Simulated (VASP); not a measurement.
# Ru (Im-3m) in VASP: notebook

Runs on Ru. Level: PBEsol. Tasks: single point, relaxation of cell and atoms.

Everything below comes from runs of VASP 6.6.1. Logs are shortened: lines on timing, memory, paths and dates and some standing lists are left out, and cuts for length are marked.

**1. The cell of the first run**

The structure is cubic, space group Im-3m (No. 229). Conventional cell: a = 3.018 Å, b = 3.018 Å, c = 3.018 Å, α = 90.00°, β = 90.00°, γ = 90.00°. Within 3.4 Å of Ru (site symmetry m-3m) lie 14 Ru at 2.61 to 3.02 Å.

This isn't the form of Ru at room conditions, which is hcp.

**2. Single point, PBEsol**

Contents of INCAR:

```
SYSTEM = Ru
PREC = Accurate
ENCUT = 520
EDIFF = 1E-6
ISMEAR = 0
SIGMA = 0.1
LREAL = .FALSE.
LASPH = .TRUE.
NELM = 100
ALGO = Normal
ISIF = 2
LWAVE = .FALSE.
LCHARG = .FALSE.
GGA = PS
NBANDS = 13
```

Contents of KPOINTS:

```
Automatic mesh
0
G
  20 20 20
  0 0 0
```

Contents of POSCAR:

```
Ru
1.0
   -1.5091933451      1.5091933451      1.5091933451
    1.5091933451     -1.5091933451      1.5091933451
    1.5091933451      1.5091933451     -1.5091933451
Ru
1
Direct
    0.0000000000      0.0000000000      0.0000000000
```

Potentials or basis: VASP PAW PBE potentials, release 64 (Ru_pv).

Command:

```console
$ cat potpaw_PBE.64/Ru_pv/POTCAR > POTCAR
$ mpirun -np 1 vasp_std > vasp.out
```

OUTCAR:

```text
SYSTEM = Ru
   PREC = Accurate
   ENCUT = 520
   EDIFF = 1E-6
   ISMEAR = 0
   LREAL = .FALSE.
   LASPH = .TRUE.
   NELM = 100
   ISIF = 2
   GGA = PS

 ion  position               nearest neighbor table
   1  0.000  0.000  0.000-

  LATTYP: Found a body centered cubic cell.
 ALAT       =     3.0183866902

  Lattice vectors:

 A1 = (  -1.5091933451,   1.5091933451,   1.5091933451)
 A2 = (   1.5091933451,  -1.5091933451,   1.5091933451)
 A3 = (   1.5091933451,   1.5091933451,  -1.5091933451)

Analysis of symmetry for initial positions (statically):
=====================================================================
 Subroutine PRICEL returns:
 Original cell was already a primitive cell.

 Routine SETGRP: Setting up the symmetry group for a
 body centered cubic supercell.

 Subroutine GETGRP returns: Found 48 space group operations
 (whereof 48 operations were pure point group operations)
 out of a pool of 48 trial point group operations.

The static configuration has the point symmetry O_h .

Analysis of symmetry for dynamics (positions and initial velocities):
=====================================================================
 Subroutine PRICEL returns:
 Original cell was already a primitive cell.

 Routine SETGRP: Setting up the symmetry group for a
 body centered cubic supercell.

 Subroutine GETGRP returns: Found 48 space group operations
 (whereof 48 operations were pure point group operations)
 out of a pool of 48 trial point group operations.

The dynamic configuration has the point symmetry O_h .

 Subroutine INISYM returns: Found 48 space group operations
 (whereof 48 operations are pure point group operations),
 and found     1 'primitive' translations

----------------------------------------------------------------------------------------

                                     Primitive cell

  volume of cell :      13.7497

  direct lattice vectors                    reciprocal lattice vectors
    -1.509193345  1.509193345  1.509193345     0.000000000  0.331302813  0.331302813
     1.509193345 -1.509193345  1.509193345     0.331302813  0.000000000  0.331302813
     1.509193345  1.509193345 -1.509193345     0.331302813  0.331302813  0.000000000

  length of vectors
     2.613999552  2.613999552  2.613999552     0.468532931  0.468532931  0.468532931

  position of ions in fractional coordinates (direct lattice)
     0.000000000  0.000000000  0.000000000

  ion indices of the primitive-cell ions
   primitive index   ion index
                 1           1

----------------------------------------------------------------------------------------

 KPOINTS: Automatic mesh

Automatic generation of k-mesh.
 Grid dimensions read from file:
 generate k-points for:   20   20   20

 Generating k-lattice:

  Cartesian coordinates                     Fractional coordinates (reciprocal lattice)
     0.000000000  0.016565141  0.016565141     0.050000000  0.000000000  0.000000000
     0.016565141  0.000000000  0.016565141     0.000000000  0.050000000  0.000000000
     0.016565141  0.016565141  0.000000000     0.000000000  0.000000000  0.050000000

  Length of vectors
     0.023426647  0.023426647  0.023426647

  Shift w.r.t. Gamma in fractional coordinates (k-lattice)
     0.000000000  0.000000000  0.000000000

 Subroutine IBZKPT returns following result:
 ===========================================

 Found    256 irreducible k-points:

 Following reciprocal coordinates:
            Coordinates               Weight
  0.000000  0.000000  0.000000      1.000000
  0.050000  0.000000  0.000000     12.000000
  0.100000  0.000000  0.000000     12.000000
  0.150000  0.000000  0.000000     12.000000
  0.200000  0.000000  0.000000     12.000000
  0.250000  0.000000  0.000000     12.000000
[... 16 lines left out ...]
  0.200000  0.100000 -0.000000     48.000000
  0.250000  0.100000 -0.000000     48.000000
 [... further k-points ...]
   k-points           NKPTS =    256   k-points in BZ     NKDIM =    256   number of bands    NBANDS=     13
   number of dos      NEDOS =    301   number of ions     NIONS =      1
   total plane-waves  NPLWV =   8000
   dimension x,y,z NGX =    20 NGY =   20 NGZ =   20
   dimension x,y,z NGXF=    40 NGYF=   40 NGZF=   40
   ions per type =               1
   NGX,Y,Z   is equivalent  to a cutoff of  12.72, 12.72, 12.72 a.u.
   NGXF,Y,Z  is equivalent  to a cutoff of  25.44, 25.44, 25.44 a.u.
 SYSTEM =  Ru
   PREC   = accura    normal or accurate (medium, high low for compatibility)
   ISTART =      0    job   : 0-new  1-cont  2-samecut
   ICHARG =      2    charge: 1-file 2-atom 10-const
   ISPIN  =      1    spin polarized calculation?
   LNONCOLLINEAR =      F non collinear calculations
   LSORBIT =      F    spin-orbit coupling
   LASPH  =      T    aspherical Exc in radial PAW
   ENCUT  =  520.0 eV  38.22 Ry    6.18 a.u.   4.86  4.86  4.86*2*pi/ulx,y,z
   NELM   =    100;   NELMIN=  2; NELMDL= -5     # of ELM steps
   EDIFF  = 0.1E-05   stopping-criterion for ELM
   LREAL  =      F    real-space projection
   EDIFFG = 0.1E-04   stopping-criterion for IOM
   NSW    =      0    number of steps for IOM
   IBRION =     -1    ionic relax: 0-MD 1-quasi-New 2-CG
   NFREE  =      0    steps in history (QN), initial steepest desc. (CG)
   ISIF   =      2    stress and relaxation
   ISYM   =      2    0-nonsym 1-usesym 2-fastsym
   POTIM  = 0.5000    time-step for ionic-motion
   TEBEG  =    0.0;   TEEND  =   0.0 temperature during run
   PSTRESS=    0.0 pullay stress
   NELECT =      14.0000    total number of electrons
   NUPDOWN=      -1.0000    fix difference up-down
   EMIN   =  10.00;   EMAX   =-10.00  energy-range for DOS
   EFERMI =   0.00;   METHOD = LEGACY
   ISMEAR =     0;   SIGMA  =   0.10  broadening in eV -4-tet -1-fermi 0-gaus
   EFERMI_NEDOS =   21; number of points for ismear=-14 and -15
   IALGO  =     38    algorithm
   IMIX   =      4    mixing-type and parameters
     AMIX     =   0.40;   BMIX     =  1.00
     AMIX_MAG =   1.60;   BMIX_MAG =  1.00
  volume/ion in A,a.u.               =      13.75        92.79
  Fermi-wavevector in a.u.,A,eV,Ry     =   1.646971  3.112324 36.905988  2.712514
  Thomas-Fermi vector in A             =   2.736509
   LORBIT       =      0    0 simple, 1 ext, 2 COOP (PROOUT), +10 PAW based schemes
   GGA     = PS    functional components
   LHFCALC =     F    Hartree Fock is set to
   AEXX    =    0.0000 exact exchange contribution
   IVDW    =     0    specifies the selected vdW correction
   LEPSILON=     F    determine dielectric tensor
   LRPA    =     F    only Hartree local field effects (RPA)
 non-spin polarized calculation
 Gauss-broadening in eV      SIGMA  =   0.10
  energy-cutoff  :      520.00
  volume of cell :       13.75
 maximum number of plane-waves:       382
   NGX =  9   NGY =  9   NGZ =  9

 number of electron      13.9999995 magnetization

 Free energy of the ion-electron system (eV)
  ---------------------------------------------------
  ext. energy  EPLUGINS =         0.00000000
  ---------------------------------------------------
  free energy    TOTEN  =        -9.50993504 eV

  energy without entropy =       -9.49955087  energy(sigma->0) =       -9.50474296

 E-fermi :  12.6262     XC(G=0): -14.1920

 val. band max:       12.6241720676   @ k =   0.4000   0.1500   0.0500
 cond. band min:      12.6319471224   @ k =   0.1500   0.0500  -0.0000
 fundamental gap:      0.0077750548
 Fermi energy:        12.6261614170

 k-point     1 :       0.0000    0.0000    0.0000
  band No.  band energies     occupation
      1     -29.8849      2.00000
      2     -29.8849      2.00000
      3     -29.8849      2.00000
      4       4.4749      2.00000
      5       9.7584      2.00000
      6       9.7584      2.00000
      7       9.7584      2.00000
      8      12.5309      1.82224
      9      12.5309      1.82224
     10      23.0070      0.00000
     11      29.7492      0.00000
     12      29.7492      0.00000
     13      29.7492      0.00000

 k-point     2 :       0.0500    0.0000    0.0000
  band No.  band energies     occupation
      1     -29.9119      2.00000
      2     -29.8935      2.00000
      3     -29.8850      2.00000
      4       4.5874      2.00000
      5       9.7056      2.00000
      6       9.7551      2.00000
      7       9.8553      2.00000
      8      12.4593      1.98173
      9      12.5338      1.80838
     10      23.0069      0.00000
     11      29.8142      0.00000
     12      29.8831      0.00000
     13      29.9250      0.00000

 k-point     3 :       0.1000    0.0000    0.0000
  band No.  band energies     occupation
      1     -29.9897      2.00000
      2     -29.9184      2.00000
      3     -29.8853      2.00000
      4       4.9127      2.00000
      5       9.5558      2.00000
      6       9.7382      2.00000
      7      10.1426      2.00000
      8      12.2852      2.00000
      9      12.5447      1.75052
     10      23.0069      0.00000
     11      29.9598      0.00000
     12      30.1943      0.00000
     13      30.4413      0.00000
[... 305 lines left out ...]
 k-point    23 :       0.2000    0.1000   -0.0000
  band No.  band energies     occupation
      1     -30.4516      2.00000
      2     -30.0603      2.00000
      3     -29.9218      2.00000
      4       6.7364      2.00000
      5       8.8270      2.00000
      6       9.4268      2.00000
      7      11.8624      2.00000
      8      12.4973      1.93163
      9      12.8841      0.00027
     10      23.0064      0.00000
     11      29.1201      0.00000
     12      29.3567      0.00000
     13      32.9550      0.00000

 k-point    24 :       0.2500    0.1000   -0.0000
  band No.  band energies     occupation
      1     -30.5916      2.00000
      2     -30.1209      2.00000
      3     -29.9240      2.00000
      4       6.9401      2.00000
      5       8.5659      2.00000
      6       9.8479      2.00000
      7      11.9974      2.00000
      8      12.9210      0.00003
      9      13.5063      0.00000
     10      23.0059      0.00000
     11      27.6944      0.00000
     12      28.5315      0.00000
     13      33.4905      0.00000

 [... further k-points ...]
[... 5 lines left out ...]
  --------------------------------------------------------------------------------------
  -------------------------------------------------------------------------------------
  Total       -0.0059120     -0.0059120     -0.0059120      0.0000000     -0.0000000     -0.0000000
  in kB       -0.6888868     -0.6888868     -0.6888868      0.0000000     -0.0000000     -0.0000000
  external PRESSURE =      -0.6888868 kB  Pullay stress =       0.0000000 kB

 VOLUME and BASIS-vectors are now :
 -----------------------------------------------------------------------------
  energy-cutoff  :      520.00
  volume of cell :       13.75
      direct lattice vectors                 reciprocal lattice vectors
    -1.509193345  1.509193345  1.509193345     0.000000000  0.331302813  0.331302813
     1.509193345 -1.509193345  1.509193345     0.331302813  0.000000000  0.331302813
     1.509193345  1.509193345 -1.509193345     0.331302813  0.331302813  0.000000000

 POSITION                                       TOTAL-FORCE (eV/Angst)
 -----------------------------------------------------------------------------------
      0.00000      0.00000      0.00000         0.000000      0.000000     -0.000000
 -----------------------------------------------------------------------------------
    total drift:                                0.000000     -0.000000      0.000000

  FREE ENERGIE OF THE ION-ELECTRON SYSTEM (eV)
  ---------------------------------------------------
  free  energy   TOTEN  =        -9.5099350422 eV

  energy  without entropy=       -9.4995508682  energy(sigma->0) =       -9.50474296
```

It took 12 s on 1 thread of Intel Xeon 6975P-C (Granite Rapids), shared host; peak memory 0.16 GiB.

What came out:

- Free energy: -9.5099 eV
- Pressure: -0.1 GPa
- Band gap on the k mesh: zero (bands 7 and 8 overlap by 3.70 eV)

Levels at points of the mesh, in eV from the Fermi level:
```tsv
k point	band 5	band 6	band 7	band 8	band 9	band 10
(0.00, 0.00, 0.00)	-2.87	-2.87	-2.87	-0.10	-0.10	10.38
(0.50, 0.00, 0.00)	-4.67	-0.11	0.38	1.15	2.52	10.29
(0.50, 0.50, 0.50)	-6.43	1.89	1.89	1.89	9.35	9.35
```

Caveat: the PAW data sets were made with another functional, which shifts forces and pressure a little.

**3. Relaxation of cell and atoms, PBEsol**

Contents of INCAR:

```
SYSTEM = Ru
ALGO     = Fast           ! electronic algorithm
EDIFF    = 1E-7           ! SCF threshold, eV
EDIFFG   = -0.01          ! ionic threshold
ENCUT    = 600            ! plane-wave cutoff, eV
GGA      = PS             ! functional
IBRION   = 2              ! ionic algorithm
ISIF     = 3              ! what is computed and relaxed
ISMEAR   = 0              ! smearing method
LASPH    = .True.         ! aspherical terms in the spheres
LCHARG   = .False.        ! write CHGCAR
LREAL    = .False.        ! projectors in reciprocal space
LWAVE    = .False.        ! write WAVECAR
NELM     = 100            ! most SCF steps
NSW      = 80             ! ionic steps
PREC     = Accurate       ! precision mode
SIGMA    = 0.1            ! smearing width, eV
```

Contents of KPOINTS:

```
k-points
0
Gamma
  20 20 20
  0 0 0
```

Contents of POSCAR:

```
Ru
1.0
   -1.5084718663      1.5084718663      1.5084718663
    1.5084718663     -1.5084718663      1.5084718663
    1.5084718663      1.5084718663     -1.5084718663
Ru
1
Direct
    0.0000000000      0.0000000000      0.0000000000
```

Potentials or basis: VASP PAW PBE potentials, release 64 (Ru_pv).

Command:

```console
$ cat potpaw_PBE.64/Ru_pv/POTCAR > POTCAR
$ mpirun -np 1 vasp_std > vasp.out
```

Wall time 36 s (1 thread of Intel Xeon 6975P-C (Granite Rapids), shared host); peak memory 0.18 GiB.

The run converged. Its results:

```yaml
Free_energy: -9.5100 eV
Relaxed_volume: 13.74 Å³/atom
Relaxed_cell: a = 2.614 Å, b = 2.614 Å, c = 2.614 Å, α = 109.47°, β = 109.47°, γ = 109.47°
Space_group_after_relaxing_to_0.1_Å: Im-3m (No. 229)
Energy_gained_by_relaxing: 0.0 meV/atom
Ionic_steps: 3
Pressure_after_relaxing: 0.0 GPa
Band_gap_on_the_k_mesh: zero (bands 7 and 8 overlap by 3.70 eV)
```

Final structure:
```cif
data_structure
_symmetry_space_group_name_H-M 'P 1'
_symmetry_Int_Tables_number 1
_cell_length_a 2.6137
_cell_length_b 2.6137
_cell_length_c 2.6137
_cell_angle_alpha 109.471
_cell_angle_beta 109.471
_cell_angle_gamma 109.471
_cell_volume 13.74
loop_
_atom_site_label
_atom_site_type_symbol
_atom_site_fract_x
_atom_site_fract_y
_atom_site_fract_z
_atom_site_occupancy
Ru1 Ru 0.00000 0.00000 0.00000 1
```

Levels at points of the mesh, in eV from the Fermi level:
```tsv
k point	band 5	band 6	band 7	band 8	band 9	band 10
(0.00, 0.00, 0.00)	-2.87	-2.87	-2.87	-0.10	-0.10	10.38
(0.50, 0.00, 0.00)	-4.67	-0.11	0.38	1.15	2.52	10.29
(0.50, 0.50, 0.50)	-6.43	1.89	1.89	1.89	9.35	9.35
```

Caveat: the PAW data sets were made with another functional, which shifts forces and pressure a little.
